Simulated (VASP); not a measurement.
# Bi (Pm-3m) in VASP: a series of runs

Runs on Bi. Level: BLYP. Tasks: single point.

Everything below comes from runs of VASP 6.6.1. Logs are shortened: lines on timing, memory, paths and dates and some standing lists are left out, and cuts for length are marked.

**1. The cell of the first run**

Symmetry: Pm-3m, No. 221, cubic system. The conventional cell has a = 3.218 Å, b = 3.218 Å, c = 3.218 Å, α = 90.00°, β = 90.00°, γ = 90.00°. Bi (site symmetry m-3m) has 6 Bi at 3.22 Å within 4.2 Å.

**2. Single point, BLYP (volume scaled by 0.88)**

The input, INCAR:

```
AGGAC    = 1.0          
AGGAX    = 1.0          
ALDAC    = 0.0          
ALDAX    = 1.0          
ALGO     = Normal         # electronic algorithm
EDIFF    = 1E-7           # SCF threshold, eV
ENCUT    = 520            # plane-wave cutoff, eV
GGA      = B5             # functional
ISIF     = 2              # what is computed and relaxed
ISMEAR   = -1             # smearing method
LASPH    = True           # aspherical terms in the spheres
LCHARG   = True           # write CHGCAR
LELF     = True           # ELF
LREAL    = False          # projectors in reciprocal space
LVHAR    = True         
LWAVE    = False          # write WAVECAR
NBANDS   = 14             # bands
NELM     = 100            # most SCF steps
PREC     = Accurate       # precision mode
SIGMA    = 0.1            # smearing width, eV
```

The input, KPOINTS:

```
k-points
0
Gamma
  11 11 11
```

The input, POSCAR:

```
Bi
1.0
    3.2182750711      0.0000000000      0.0000000000
    0.0000000000      3.2182750711      0.0000000000
    0.0000000000      0.0000000000      3.2182750711
Bi
1
Direct
    0.0000000000      0.0000000000      0.0000000000
```

Potentials or basis: VASP PAW PBE potentials, release 64 (Bi_d).

On the command line:

```sh
$ cat potpaw_PBE.64/Bi_d/POTCAR > POTCAR
$ mpirun -np 1 vasp_std > vasp.out
```

OUTCAR:

```text
EDIFF = 1E-7
   ENCUT = 520
   GGA = B5
   ISIF = 2
   ISMEAR = -1
   LASPH = True
   LREAL = False
   NELM = 100
   PREC = Accurate

 ion  position               nearest neighbor table
   1  0.000  0.000  0.000-

  LATTYP: Found a simple cubic cell.
 ALAT       =     3.2182750711

  Lattice vectors:

 A1 = (   3.2182750711,   0.0000000000,   0.0000000000)
 A2 = (   0.0000000000,   3.2182750711,   0.0000000000)
 A3 = (   0.0000000000,   0.0000000000,   3.2182750711)

Analysis of symmetry for initial positions (statically):
=====================================================================
 Subroutine PRICEL returns:
 Original cell was already a primitive cell.

 Routine SETGRP: Setting up the symmetry group for a
 simple cubic supercell.

 Subroutine GETGRP returns: Found 48 space group operations
[... 9 lines left out ...]

 Routine SETGRP: Setting up the symmetry group for a
 simple cubic supercell.

 Subroutine GETGRP returns: Found 48 space group operations
[... 11 lines left out ...]
                                     Primitive cell

  volume of cell :      33.3326

  direct lattice vectors                    reciprocal lattice vectors
     3.218275071  0.000000000  0.000000000     0.310725459  0.000000000  0.000000000
     0.000000000  3.218275071  0.000000000     0.000000000  0.310725459  0.000000000
     0.000000000  0.000000000  3.218275071     0.000000000  0.000000000  0.310725459

  length of vectors
     3.218275071  3.218275071  3.218275071     0.310725459  0.310725459  0.310725459

  position of ions in fractional coordinates (direct lattice)
     0.000000000  0.000000000  0.000000000

  ion indices of the primitive-cell ions
   primitive index   ion index
                 1           1

----------------------------------------------------------------------------------------

 KPOINTS: k-points

Automatic generation of k-mesh.
 Grid dimensions read from file:
 generate k-points for:   11   11   11

 Generating k-lattice:

  Cartesian coordinates                     Fractional coordinates (reciprocal lattice)
     0.028247769  0.000000000  0.000000000     0.090909091  0.000000000  0.000000000
     0.000000000  0.028247769  0.000000000     0.000000000  0.090909091  0.000000000
     0.000000000  0.000000000  0.028247769     0.000000000  0.000000000  0.090909091

  Length of vectors
     0.028247769  0.028247769  0.028247769

  Shift w.r.t. Gamma in fractional coordinates (k-lattice)
     0.000000000  0.000000000  0.000000000

 Subroutine IBZKPT returns following result:
 ===========================================

 Found     56 irreducible k-points:

 Following reciprocal coordinates:
            Coordinates               Weight
  0.000000  0.000000  0.000000      1.000000
  0.090909  0.000000  0.000000      6.000000
  0.181818  0.000000  0.000000      6.000000
  0.272727  0.000000  0.000000      6.000000
  0.363636  0.000000  0.000000      6.000000
  0.454545  0.000000  0.000000      6.000000
[... 16 lines left out ...]
  0.181818  0.090909  0.090909     24.000000
  0.272727  0.090909  0.090909     24.000000
 [... further k-points ...]
   k-points           NKPTS =     56   k-points in BZ     NKDIM =     56   number of bands    NBANDS=     14
   number of dos      NEDOS =    301   number of ions     NIONS =      1
   total plane-waves  NPLWV =  13824
   dimension x,y,z NGX =    24 NGY =   24 NGZ =   24
   dimension x,y,z NGXF=    48 NGYF=   48 NGZF=   48
   ions per type =               1
   NGX,Y,Z   is equivalent  to a cutoff of  12.40, 12.40, 12.40 a.u.
   NGXF,Y,Z  is equivalent  to a cutoff of  24.80, 24.80, 24.80 a.u.
 SYSTEM =  unknown system
   PREC   = accura    normal or accurate (medium, high low for compatibility)
   ISTART =      0    job   : 0-new  1-cont  2-samecut
   ICHARG =      2    charge: 1-file 2-atom 10-const
   ISPIN  =      1    spin polarized calculation?
   LNONCOLLINEAR =      F non collinear calculations
   LSORBIT =      F    spin-orbit coupling
   LASPH  =      T    aspherical Exc in radial PAW
   ENCUT  =  520.0 eV  38.22 Ry    6.18 a.u.   5.98  5.98  5.98*2*pi/ulx,y,z
   NELM   =    100;   NELMIN=  2; NELMDL= -5     # of ELM steps
   EDIFF  = 0.1E-06   stopping-criterion for ELM
   LREAL  =      F    real-space projection
   EDIFFG = 0.1E-05   stopping-criterion for IOM
   NSW    =      0    number of steps for IOM
   IBRION =     -1    ionic relax: 0-MD 1-quasi-New 2-CG
   NFREE  =      0    steps in history (QN), initial steepest desc. (CG)
   ISIF   =      2    stress and relaxation
   ISYM   =      2    0-nonsym 1-usesym 2-fastsym
   POTIM  = 0.5000    time-step for ionic-motion
   TEBEG  =    0.0;   TEEND  =   0.0 temperature during run
   PSTRESS=    0.0 pullay stress
   NELECT =      15.0000    total number of electrons
   NUPDOWN=      -1.0000    fix difference up-down
   EMIN   =  10.00;   EMAX   =-10.00  energy-range for DOS
   EFERMI =   0.00;   METHOD = LEGACY
   ISMEAR =    -1;   SIGMA  =   0.10  broadening in eV -4-tet -1-fermi 0-gaus
   EFERMI_NEDOS =   21; number of points for ismear=-14 and -15
   IALGO  =     38    algorithm
   IMIX   =      4    mixing-type and parameters
     AMIX     =   0.40;   BMIX     =  1.00
     AMIX_MAG =   1.60;   BMIX_MAG =  1.00
  volume/ion in A,a.u.               =      33.33       224.94
  Fermi-wavevector in a.u.,A,eV,Ry     =   1.254533  2.370724 21.413571  1.573853
  Thomas-Fermi vector in A             =   2.388333
   LORBIT       =      0    0 simple, 1 ext, 2 COOP (PROOUT), +10 PAW based schemes
   GGA     = B5    functional components
   LHFCALC =     F    Hartree Fock is set to
   AEXX    =    0.0000 exact exchange contribution
   IVDW    =     0    specifies the selected vdW correction
   LEPSILON=     F    determine dielectric tensor
   LRPA    =     F    only Hartree local field effects (RPA)
 non-spin polarized calculation
  energy-cutoff  :      520.00
  volume of cell :       33.33
 maximum number of plane-waves:       913
 NGX is ok and might be reduce to    24
   NGX = 11   NGY = 11   NGZ = 11

 number of electron      15.0000010 magnetization

 Free energy of the ion-electron system (eV)
  ---------------------------------------------------
  ext. energy  EPLUGINS =         0.00000000
  ---------------------------------------------------
  free energy    TOTEN  =        -3.10152648 eV

  energy without entropy =       -3.08126145  energy(sigma->0) =       -3.09139396

 E-fermi :   7.4146     XC(G=0):  -9.1864

 val. band max:        7.3064174460   @ k =   0.1818   0.0909   0.0000
 cond. band min:       7.4188057423   @ k =   0.1818   0.0909   0.0909
 fundamental gap:      0.1123882963
 Fermi energy:         7.4146246117

 k-point     1 :       0.0000    0.0000    0.0000
  band No.  band energies     occupation
      1     -15.4903      2.00000
      2     -15.4903      2.00000
      3     -15.1231      2.00000
      4     -15.1231      2.00000
      5     -15.1231      2.00000
      6      -5.9023      2.00000
      7      10.6016      0.00000
      8      10.6016      0.00000
      9      10.6016      0.00000
     10      14.3941      0.00000
     11      15.5523      0.00000
     12      15.5523      0.00000
     13      24.4826      0.00000
     14      24.4826      0.00000

 k-point     2 :       0.0909    0.0000    0.0000
  band No.  band energies     occupation
      1     -15.4891      2.00000
      2     -15.4665      2.00000
      3     -15.1307      2.00000
      4     -15.1307      2.00000
      5     -15.1226      2.00000
      6      -5.7967      2.00000
      7       9.3284      0.00000
      8      10.7201      0.00000
      9      10.7201      0.00000
     10      14.7817      0.00000
     11      15.6318      0.00000
     12      16.7206      0.00000
     13      23.7770      0.00000
     14      24.2572      0.00000

 k-point     3 :       0.1818    0.0000    0.0000
  band No.  band energies     occupation
      1     -15.4857      2.00000
      2     -15.4026      2.00000
      3     -15.1508      2.00000
      4     -15.1508      2.00000
      5     -15.1209      2.00000
      6      -5.4870      2.00000
      7       7.1941      1.80136
      8      11.0576      0.00000
      9      11.0576      0.00000
     10      15.1427      0.00000
     11      15.8719      0.00000
     12      19.3468      0.00000
     13      22.3948      0.00000
     14      23.2853      0.00000

 k-point     4 :       0.2727    0.0000    0.0000
  band No.  band energies     occupation
      1     -15.4814      2.00000
      2     -15.3189      2.00000
      3     -15.1771      2.00000
      4     -15.1771      2.00000
      5     -15.1188      2.00000
      6      -5.0045      2.00000
      7       5.1615      2.00000
      8      11.5552      0.00000
      9      11.5552      0.00000
     10      15.6231      0.00000
     11      16.2765      0.00000
     12      20.9673      0.00000
     13      21.4780      0.00000
     14      21.9053      0.00000

 k-point     5 :       0.3636    0.0000    0.0000
  band No.  band energies     occupation
      1     -15.4774      2.00000
      2     -15.2421      2.00000
      3     -15.2010      2.00000
      4     -15.2010      2.00000
      5     -15.1168      2.00000
      6      -4.4398      2.00000
      7       3.5085      2.00000
      8      12.0931      0.00000
      9      12.0931      0.00000
     10      16.2937      0.00000
     11      16.8521      0.00000
[... 276 lines left out ...]
 k-point    22 :       0.0909    0.0909    0.0909
  band No.  band energies     occupation
      1     -15.4526      2.00000
      2     -15.4526      2.00000
      3     -15.1382      2.00000
      4     -15.1375      2.00000
      5     -15.1375      2.00000
      6      -5.5858      2.00000
      7       9.4159      0.00000
      8       9.6379      0.00000
      9       9.6379      0.00000
     10      16.3236      0.00000
     11      17.0212      0.00000
     12      17.0212      0.00000
     13      22.6231      0.00000
     14      22.6231      0.00000

 k-point    23 :       0.1818    0.0909    0.0909
  band No.  band energies     occupation
      1     -15.4494      2.00000
      2     -15.3879      2.00000
      3     -15.1586      2.00000
      4     -15.1580      2.00000
      5     -15.1360      2.00000
      6      -5.2768      2.00000
      7       7.4188      0.97910
      8       9.8319      0.00000
      9       9.9679      0.00000
     10      16.7747      0.00000
     11      17.2340      0.00000
     12      19.4023      0.00000
     13      20.9873      0.00000
     14      21.3952      0.00000

 k-point    24 :       0.2727    0.0909    0.0909
  band No.  band energies     occupation
      1     -15.4452      2.00000
      2     -15.3033      2.00000
      3     -15.1855      2.00000
      4     -15.1847      2.00000
      5     -15.1337      2.00000
      6      -4.7954      2.00000
      7       5.3844      2.00000
      8      10.3384      0.00000
      9      10.4621      0.00000
     10      17.0293      0.00000
     11      17.4850      0.00000
     12      19.6132      0.00000
     13      19.6297      0.00000
     14      22.5245      0.00000

 [... further k-points ...]

------------------------ aborting loop because EDIFF is reached ----------------------------------------

  FORCE on cell =-STRESS in cart. coord.  units (eV):
  Direction    XX          YY          ZZ          XY          YZ          ZX
  --------------------------------------------------------------------------------------
  -------------------------------------------------------------------------------------
  Total        1.3920740      1.3920740      1.3920740     -0.0000000     -0.0000000     -0.0000000
  in kB       66.9119079     66.9119079     66.9119079     -0.0000000     -0.0000000     -0.0000000
  external PRESSURE =      66.9119079 kB  Pullay stress =       0.0000000 kB

 VOLUME and BASIS-vectors are now :
 -----------------------------------------------------------------------------
  energy-cutoff  :      520.00
  volume of cell :       33.33
      direct lattice vectors                 reciprocal lattice vectors
     3.218275071  0.000000000  0.000000000     0.310725459  0.000000000  0.000000000
     0.000000000  3.218275071  0.000000000     0.000000000  0.310725459  0.000000000
     0.000000000  0.000000000  3.218275071     0.000000000  0.000000000  0.310725459

 POSITION                                       TOTAL-FORCE (eV/Angst)
 -----------------------------------------------------------------------------------
      0.00000      0.00000      0.00000         0.000000      0.000000      0.000000
 -----------------------------------------------------------------------------------
    total drift:                               -0.000000     -0.000000      0.000000

  FREE ENERGIE OF THE ION-ELECTRON SYSTEM (eV)
  ---------------------------------------------------
  free  energy   TOTEN  =        -3.1015264826 eV

  energy  without entropy=       -3.0812614451  energy(sigma->0) =       -3.09139396
```

Run time: 38 s. Hardware: 1 thread of Intel Xeon 8259CL, shared host; peak memory 0.15 GiB.

Results:

| Item | Value |
| --- | --- |
| Free energy | -3.1015 eV |
| Pressure | 6.7 GPa |

Caveat: the PAW data sets were made with another functional, which shifts forces and pressure a little; spin-orbit coupling is left out, which moves the levels of the heavy elements.

(Continued in part 2 of 2.)
